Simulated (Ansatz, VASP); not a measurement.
**Two plane-wave programs on TiO2**

```
Ti O
1.0
     5.14500    0.00000    0.00000
     0.00000    9.18500    0.00000
     0.00000    0.00000    5.28359
Ti O
8 16
Direct
  0.13911 0.12908 0.90315
  0.63911 0.37092 0.09685
  0.86089 0.62908 0.59685
  0.36089 0.87092 0.40315
  0.86089 0.87092 0.09685
  0.36089 0.62908 0.90315
  0.13911 0.37092 0.40315
  0.63911 0.12908 0.59685
  0.46315 0.22983 0.89150
  0.96315 0.27017 0.10850
  0.53685 0.72983 0.60850
  0.03685 0.77017 0.39150
  0.53685 0.77017 0.10850
  0.03685 0.72983 0.89150
  0.46315 0.27017 0.39150
  0.96315 0.22983 0.60850
  0.81845 0.00827 0.84513
  0.31845 0.49173 0.15487
  0.18155 0.50827 0.65487
  0.68155 0.99173 0.34513
  0.18155 0.99173 0.15487
  0.68155 0.50827 0.84513
  0.81845 0.49173 0.34513
  0.31845 0.00827 0.65487
```

Change from the starting cell: z stretched by -3 %, ions relaxed.

Alike in both runs: functional PBE; k mesh 5 × 3 × 5; occupations fermi-dirac, width 0.02 eV; no spin polarisation.

Ansatz relaxed the structure, and its values are those at the end. VASP's run is a single point on that final structure, the one shown.

|  | VASP | Ansatz |
| --- | --- | --- |
| version | VASP 6.6.1 | Ansatz 0.2.0 |
| potentials or method | VASP PAW PBE potentials, release 64 (Ti_sv, O) | plane-wave PAW, scalar-relativistic |
| plane-wave cutoff (eV) | 520 | 420 |
| valence electrons in the cell | 192 | 192 |

```csv
,VASP,Ansatz,Ansatz less VASP
gap on the k mesh at the Fermi level (eV),2.34,2.37,+0.024
pressure (GPa),12.5,11.8,-0.71
rms of the force components (eV/Å),0.018,0.002,-0.0162
```

The functional is the same, so the differences come from potentials, cutoffs and numerics. Ansatz's warnings: stress scf threshold loose.
